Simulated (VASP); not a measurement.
# Sn (I4_1/amd) in VASP: a series of runs

Sn is run at these levels: PBEsol, r2SCAN50; tasks: equation of state, electric field gradients.

Program: VASP 6.6.1. These are calculated values, not measurements. Logs are shortened: lines on timing, memory, paths and dates and some standing lists are left out, and cuts for length are marked.

## Step 1: The cell of the first run

It takes space group I4_1/amd (No. 141, tetragonal). The conventional cell has a = 5.880 Å, b = 5.880 Å, c = 3.199 Å, α = 90.00°, β = 90.00°, γ = 90.00°. Within 4.0 Å of Sn (site symmetry -4m2) lie 10 Sn at 3.05 to 3.79 Å.

## Step 2: Equation of state, PBEsol

POSCAR.step1 reads:

```
Sn
1.0
   -2.8491493070      2.8491493070      1.5498069642
    2.8491493070     -2.8491493070      1.5498069642
    2.8491493070      2.8491493070     -1.5498069642
Sn
2
Direct
    0.0000000000      0.0000000000      0.0000000000
    0.7500000000      0.2500000000      0.5000000000
```

POSCAR.step2 reads:

```
Sn
1.0
   -2.8801207477      2.8801207477      1.5666540120
    2.8801207477     -2.8801207477      1.5666540120
    2.8801207477      2.8801207477     -1.5666540120
Sn
2
Direct
    0.0000000000      0.0000000000      0.0000000000
    0.7500000000      0.2500000000      0.5000000000
```

POSCAR.step3 reads:

```
Sn
1.0
   -2.9104400363      2.9104400363      1.5831463188
    2.9104400363     -2.9104400363      1.5831463188
    2.9104400363      2.9104400363     -1.5831463188
Sn
2
Direct
    0.0000000000      0.0000000000      0.0000000000
    0.7500000000      0.2500000000      0.5000000000
```

POSCAR.step4 reads:

```
Sn
1.0
   -2.9401404553      2.9401404553      1.5993019889
    2.9401404553     -2.9401404553      1.5993019889
    2.9401404553      2.9401404553     -1.5993019889
Sn
2
Direct
    0.0000000000      0.0000000000      0.0000000000
    0.7500000000      0.2500000000      0.5000000000
```

POSCAR.step5 reads:

```
Sn
1.0
   -2.9692526501      2.9692526501      1.6151376919
    2.9692526501     -2.9692526501      1.6151376919
    2.9692526501      2.9692526501     -1.6151376919
Sn
2
Direct
    0.0000000000      0.0000000000      0.0000000000
    0.7500000000      0.2500000000      0.5000000000
```

POSCAR.step6 reads:

```
Sn
1.0
   -2.9978049079      2.9978049079      1.6306688148
    2.9978049079     -2.9978049079      1.6306688148
    2.9978049079      2.9978049079     -1.6306688148
Sn
2
Direct
    0.0000000000      0.0000000000      0.0000000000
    0.7500000000      0.2500000000      0.5000000000
```

POSCAR.step7 reads:

```
Sn
1.0
   -3.0258234002      3.0258234002      1.6459095936
    3.0258234002     -3.0258234002      1.6459095936
    3.0258234002      3.0258234002     -1.6459095936
Sn
2
Direct
    0.0000000000      0.0000000000      0.0000000000
    0.7500000000      0.2500000000      0.5000000000
```

INCAR reads:

```
SYSTEM = Sn
  ALGO = Normal
  EDIFF = 1E-7
  ENCUT = 450
  GGA = PS
  GGA_COMPAT = .FALSE.
  ISIF = 2
  ISMEAR = 1
  LASPH = .TRUE.
  LCHARG = .FALSE.
  LREAL = .FALSE.
  LWAVE = .FALSE.
  NELM = 120
  NSW = 0
  PREC = Accurate
  SIGMA = 0.1
```

KPOINTS reads:

```
k-points
0
Gamma
  12 12 12
```

Potentials or basis: VASP PAW PBE potentials, release 64 (Sn_d_GW).

Started as:

```bash
$ cat potpaw_PBE.64/Sn_d_GW/POTCAR > POTCAR
$ cp POSCAR.step1 POSCAR
$ mpirun -np 1 vasp_std > vasp.out
$ cp POSCAR.step2 POSCAR
$ mpirun -np 1 vasp_std > vasp.out
$ cp POSCAR.step3 POSCAR
$ mpirun -np 1 vasp_std > vasp.out
$ cp POSCAR.step4 POSCAR
$ mpirun -np 1 vasp_std > vasp.out
$ cp POSCAR.step5 POSCAR
$ mpirun -np 1 vasp_std > vasp.out
$ cp POSCAR.step6 POSCAR
$ mpirun -np 1 vasp_std > vasp.out
$ cp POSCAR.step7 POSCAR
$ mpirun -np 1 vasp_std > vasp.out
```

OUTCAR:

```text
SYSTEM = Sn
   EDIFF = 1E-7
   ENCUT = 450
   GGA = PS
   ISIF = 2
   ISMEAR = 1
   LASPH = .TRUE.
   LREAL = .FALSE.
   NELM = 120
   NSW = 0
   PREC = Accurate

 Found    163 irreducible k-points:

 Following reciprocal coordinates:
            Coordinates               Weight
  0.000000  0.000000  0.000000      1.000000
  0.083333 -0.000000  0.000000      8.000000
  0.166667 -0.000000  0.000000      8.000000
  0.250000 -0.000000  0.000000      8.000000
  0.333333  0.000000  0.000000      8.000000
  0.416667  0.000000  0.000000      8.000000
   k-points           NKPTS =    163   k-points in BZ     NKDIM =    163   number of bands    NBANDS=     18
   number of dos      NEDOS =    301   number of ions     NIONS =      2
   total plane-waves  NPLWV =  32768
   dimension x,y,z NGX =    32 NGY =   32 NGZ =   32
   dimension x,y,z NGXF=    64 NGYF=   64 NGZF=   64
   ions per type =               2
   NGX,Y,Z   is equivalent  to a cutoff of  11.60, 11.60, 11.60 a.u.
   NGXF,Y,Z  is equivalent  to a cutoff of  23.21, 23.21, 23.21 a.u.
 SYSTEM =  Sn
   PREC   = accura    normal or accurate (medium, high low for compatibility)
   ISTART =      0    job   : 0-new  1-cont  2-samecut
   ICHARG =      2    charge: 1-file 2-atom 10-const
   ISPIN  =      1    spin polarized calculation?
   LNONCOLLINEAR =      F non collinear calculations
   LSORBIT =      F    spin-orbit coupling
   LASPH  =      T    aspherical Exc in radial PAW
   ENCUT  =  450.0 eV  33.07 Ry    5.75 a.u.   7.93  7.93  7.93*2*pi/ulx,y,z
   NELM   =    120;   NELMIN=  2; NELMDL=  0     # of ELM steps
   EDIFF  = 0.1E-06   stopping-criterion for ELM
   LREAL  =      F    real-space projection
   EDIFFG = 0.1E-05   stopping-criterion for IOM
   NSW    =      0    number of steps for IOM
   IBRION =     -1    ionic relax: 0-MD 1-quasi-New 2-CG
   NFREE  =      0    steps in history (QN), initial steepest desc. (CG)
   ISIF   =      2    stress and relaxation
   ISYM   =      2    0-nonsym 1-usesym 2-fastsym
   POTIM  = 0.5000    time-step for ionic-motion
   TEBEG  =    0.0;   TEEND  =   0.0 temperature during run

   SCALEE = 1.0000    scale energy and forces
   PSTRESS=    0.0 pullay stress
   NELECT =      28.0000    total number of electrons
   NUPDOWN=      -1.0000    fix difference up-down
   EMIN   =  10.00;   EMAX   =-10.00  energy-range for DOS
   EFERMI =   0.00;   METHOD = LEGACY
   ISMEAR =     1;   SIGMA  =   0.10  broadening in eV -4-tet -1-fermi 0-gaus
   EFERMI_NEDOS =   21; number of points for ismear=-14 and -15
   IALGO  =     38    algorithm
   IMIX   =      4    mixing-type and parameters
     AMIX     =   0.40;   BMIX     =  1.00
     AMIX_MAG =   1.60;   BMIX_MAG =  1.00
  volume/ion in A,a.u.               =      30.14       203.39
  Fermi-wavevector in a.u.,A,eV,Ry     =   1.267875  2.395936 21.871464  1.607507
  Thomas-Fermi vector in A             =   2.401000
   LORBIT       =      0    0 simple, 1 ext, 2 COOP (PROOUT), +10 PAW based schemes
   GGA     = PS    functional components
   LHFCALC =     F    Hartree Fock is set to
   AEXX    =    0.0000 exact exchange contribution
   IVDW    =     0    specifies the selected vdW correction
   LEPSILON=     F    determine dielectric tensor
   LRPA    =     F    only Hartree local field effects (RPA)

   CSHIFT  =0.1000    complex shift for real part using Kramers Kronig

   OMEGAMAX=  -1.0    maximum frequency
 non-spin polarized calculation
 Methfessel and Paxton  Order N= 1 SIGMA  =   0.10
  energy-cutoff  :      450.00
  volume of cell :       60.28
 maximum number of plane-waves:      1324
   NGX = 15   NGY = 15   NGZ = 15

 number of electron      28.0000028 magnetization

 Free energy of the ion-electron system (eV)
  ---------------------------------------------------
  ext. energy  EPLUGINS =         0.00000000
  ---------------------------------------------------
  free energy    TOTEN  =        -8.41010431 eV

  energy without entropy =       -8.41033949  energy(sigma->0) =       -8.41018270

 E-fermi :   4.4325     XC(G=0): -10.0294

 val. band max:        4.4189464476   @ k =  -0.2500   0.2500   0.2500
 cond. band min:       4.4401242082   @ k =   0.2500   0.0833   0.0833
 fundamental gap:      0.0211777606
 Fermi energy:         4.4324616804

 k-point     1 :       0.0000    0.0000    0.0000
  band No.  band energies     occupation
      1     -16.9917      2.00000
      2     -16.9343      2.00000
      3     -16.8940      2.00000
      4     -16.8907      2.00000
      5     -16.7828      2.00000
      6     -16.7828      2.00000
[... 10 lines left out ...]
     17      10.1301      0.00000
     18      10.6398      0.00000

 k-point     2 :       0.0833   -0.0000    0.0000
  band No.  band energies     occupation
      1     -16.9885      2.00000
      2     -16.9239      2.00000
      3     -16.8905      2.00000
      4     -16.8788      2.00000
      5     -16.7895      2.00000
      6     -16.7884      2.00000
[... 10 lines left out ...]
     17       9.6892      0.00000
     18      10.0247      0.00000

 k-point     3 :       0.1667   -0.0000    0.0000
  band No.  band energies     occupation
      1     -16.9790      2.00000
      2     -16.8969      2.00000
      3     -16.8809      2.00000
      4     -16.8517      2.00000
      5     -16.8045      2.00000
      6     -16.7934      2.00000
[... 10 lines left out ...]
     17       8.3572      0.00000
     18       9.1560      0.00000

 k-point     4 :       0.2500   -0.0000    0.0000
  band No.  band energies     occupation
      1     -16.9652      2.00000
      2     -16.8685      2.00000
      3     -16.8683      2.00000
      4     -16.8386      2.00000
      5     -16.8213      2.00000
      6     -16.7937      2.00000
[... 10 lines left out ...]
     17       8.4384      0.00000
     18       8.7212      0.00000

 k-point     5 :       0.3333    0.0000    0.0000
  band No.  band energies     occupation
      1     -16.9515      2.00000
      2     -16.8613      2.00000
      3     -16.8572      2.00000
      4     -16.8492      2.00000
      5     -16.8298      2.00000
      6     -16.8059      2.00000
[... 10 lines left out ...]
     17       7.8470      0.00000
     18       7.9987      0.00000

 k-point     6 :       0.4167    0.0000    0.0000
  band No.  band energies     occupation
      1     -16.9408      2.00000
      2     -16.8741      2.00000
      3     -16.8661      2.00000
      4     -16.8451      2.00000
      5     -16.8237      2.00000
      6     -16.8151      2.00000
[... 10 lines left out ...]
     17       7.0755      0.00000
     18       8.2896      0.00000

 [... further k-points ...]
[... 5 lines left out ...]
  --------------------------------------------------------------------------------------
  -------------------------------------------------------------------------------------
  Total       -1.9065432     -1.9065432     -1.8009721      0.0000000      0.0000000      0.0000000
  in kB      -50.6762072    -50.6762072    -47.8701116      0.0000000      0.0000000      0.0000000
  external PRESSURE =     -49.7408420 kB  Pullay stress =       0.0000000 kB

 VOLUME and BASIS-vectors are now :
 -----------------------------------------------------------------------------
  energy-cutoff  :      450.00
  volume of cell :       60.28
      direct lattice vectors                 reciprocal lattice vectors
    -3.025823400  3.025823400  1.645909594     0.000000000  0.165244277  0.303783392
     3.025823400 -3.025823400  1.645909594     0.165244277  0.000000000  0.303783392
     3.025823400  3.025823400 -1.645909594     0.165244277  0.165244277  0.000000000

 POSITION                                       TOTAL-FORCE (eV/Angst)
 -----------------------------------------------------------------------------------
      0.00000      0.00000      0.00000         0.000000     -0.000000      0.000000
      0.00000      3.02582      0.82295        -0.000000      0.000000     -0.000000
 -----------------------------------------------------------------------------------
    total drift:                                0.000000     -0.000000      0.000000

  FREE ENERGIE OF THE ION-ELECTRON SYSTEM (eV)
  ---------------------------------------------------
  free  energy   TOTEN  =        -8.4101043059 eV

  energy  without entropy=       -8.4103394931  energy(sigma->0) =       -8.41018270
```

It took 9.8 min on 1 thread of AMD EPYC 9R45 (Zen 5), shared host; peak memory 0.26 GiB.

Results:

```
Equilibrium volume                        : 26.83 Å³/atom
Bulk modulus at fixed shape and positions : 56 GPa
Pressure derivative of the bulk modulus   : 4.9
```

Energy against volume, from the lowest point:
| volume (Å³/atom) | energy (meV/atom) |
| --- | --- |
| 25.162 | 20.84 |
| 25.991 | 4.96 |
| 26.821 | 0.00 |
| 27.650 | 4.13 |
| 28.480 | 15.77 |
| 29.309 | 33.68 |
| 30.139 | 56.87 |

Caveat: the cell was scaled at fixed shape and fractional positions, which overstates the stiffness of a crystal with free parameters, most of all of layers and chains; the PAW data sets were made with another functional, which shifts forces and pressure a little; spin-orbit coupling is left out, which moves the levels of the heavy elements.

## Step 3: Electric field gradients, r2SCAN50

POSCAR reads:

```
Sn
1.0
   -2.9401404553      2.9401404553      1.5993019889
    2.9401404553     -2.9401404553      1.5993019889
    2.9401404553      2.9401404553     -1.5993019889
Sn
2
Direct
    0.0000000000      0.0000000000      0.0000000000
    0.7500000000      0.2500000000      0.5000000000
```

INCAR.step1 reads:

```
SYSTEM = Sn
PREC = Accurate
ENCUT = 520
ISMEAR = -1
SIGMA = 0.05
LREAL = .False.
LASPH = .True.
NELM = 100
ALGO = Normal
ISIF = 2
LWAVE = .True.
LCHARG = .False.
GGA = PE
EDIFF = 1E-5
NBANDS = 21
```

INCAR.step2 reads:

```
SYSTEM = Sn
PREC = Accurate
ENCUT = 520
EDIFF = 1E-8
ISMEAR = -1
SIGMA = 0.05
LREAL = .False.
LASPH = .True.
NELM = 100
ALGO = Normal
ISIF = 2
LWAVE = .False.
LCHARG = .False.
METAGGA = R2SCAN
LHFCALC = .True.
AEXX = 0.5
LMIXTAU = .True.
PRECFOCK = Normal
LEFG = .True.
ISTART = 1
NBANDS = 21
```

KPOINTS reads:

```
regular mesh
0
Gamma
  4 4 4
  0 0 0
```

Potentials or basis: VASP PAW PBE potentials, release 64 (Sn_d).

Started as:

```bash
$ cat potpaw_PBE.64/Sn_d/POTCAR > POTCAR
$ cp INCAR.step1 INCAR
$ mpirun -np 1 vasp_std > vasp.out
$ cp INCAR.step2 INCAR
$ mpirun -np 1 vasp_std > vasp.out
```

OUTCAR:

```text
SYSTEM = Sn
   PREC = Accurate
   ENCUT = 520
   EDIFF = 1E-8
   ISMEAR = -1
   LREAL = .False.
   LASPH = .True.
   NELM = 100
   ISIF = 2
   METAGGA = R2SCAN
   LHFCALC = .True.
   AEXX = 0.5
   PRECFOCK = Normal
   ISTART = 1

 ion  position               nearest neighbor table
   1  0.000  0.000  0.000-   2 3.05   2 3.05   2 3.05   2 3.05
   2  0.750  0.250  0.500-   1 3.05   1 3.05   1 3.05   1 3.05

  LATTYP: Found a body centered tetragonal cell.
 ALAT       =     5.8802809106
 C/A-ratio  =     0.5439542815

  Lattice vectors:

 A1 = (  -2.9401404553,   2.9401404553,   1.5993019889)
 A2 = (   2.9401404553,  -2.9401404553,   1.5993019889)
 A3 = (   2.9401404553,   2.9401404553,  -1.5993019889)

Analysis of symmetry for initial positions (statically):
[... 502 lines left out ...]
  energy-cutoff  :      520.00
  volume of cell :       55.30
      direct lattice vectors                 reciprocal lattice vectors
    -2.940140455  2.940140455  1.599301989     0.000000000  0.170059903  0.312636390
     2.940140455 -2.940140455  1.599301989     0.170059903  0.000000000  0.312636390
     2.940140455  2.940140455 -1.599301989     0.170059903  0.170059903  0.000000000

 POSITION                                       TOTAL-FORCE (eV/Angst)
 -----------------------------------------------------------------------------------
      0.00000      0.00000      0.00000         0.000000     -0.000000     -0.000000
      0.00000      2.94014      0.79965        -0.000000      0.000000      0.000000
 -----------------------------------------------------------------------------------
    total drift:                               -0.000000      0.000000     -0.000000

  FREE ENERGIE OF THE ION-ELECTRON SYSTEM (eV)
  ---------------------------------------------------
  free  energy   TOTEN  =       -33.1814589517 eV

  energy  without entropy=      -33.1771267661  energy(sigma->0) =      -33.17929286

 Electric field gradients (V/A^2)
---------------------------------------------------------------------
 ion       V_xx      V_yy      V_zz      V_xy      V_xz      V_yz
---------------------------------------------------------------------
   1      -7.552    -7.552    15.103     0.002     0.001     0.001
   2      -7.552    -7.552    15.103     0.002     0.001     0.001
---------------------------------------------------------------------

 Electric field gradients after diagonalization (V/A^2)
 (convention: |V_zz| > |V_xx| > |V_yy|)
----------------------------------------------------------------------
 ion       V_xx      V_yy      V_zz     asymmetry (V_yy - V_xx)/ V_zz
----------------------------------------------------------------------
   1      -7.553    -7.550    15.103       0.000
   2      -7.553    -7.550    15.103       0.000
----------------------------------------------------------------------

           NMR quadrupolar parameters

 Cq : quadrupolar parameter    Cq=e*Q*V_zz/h
 eta: asymmetry parameters     (V_yy - V_xx)/ V_zz
 Q  : nuclear electric quadrupole moment in mb (millibarn)
----------------------------------------------------------------------
 ion       Cq(MHz)       eta       Q (mb)
----------------------------------------------------------------------
   1       0.037       0.000       1.000
   2       0.037       0.000       1.000
----------------------------------------------------------------------
```

Run time: 56 min. Hardware: 1 thread of Intel Xeon 6975P-C (Granite Rapids), shared host; peak memory 0.24 GiB.

Results:

* Free energy: -33.1815 eV
* Pressure: -3.2 GPa
* Band gap on the k mesh: zero (bands 14 and 15 overlap by 3.57 eV)
* Largest electric field gradient by atom: Sn +15.1 V/Å²

Electric field gradients, principal values (V/Å²):
| atom | least | middle | greatest (by size) |
| --- | --- | --- | --- |
| 1 Sn | -7.550 | -7.553 | 15.103 |
| 2 Sn | -7.550 | -7.553 | 15.103 |

Caveat: the k points lie up to 0.56 Å⁻¹ apart, too coarse for converged energies and pressures of a metal; without QUAD_EFG the Cq values of the log hold for a quadrupole moment of 1 mb, not for the nuclei; the PAW data sets were made with another functional, which shifts forces and pressure a little; spin-orbit coupling is left out, which moves the levels of the heavy elements.

The gap in the log of VASP goes by the Fermi energy; the results here count the filled bands.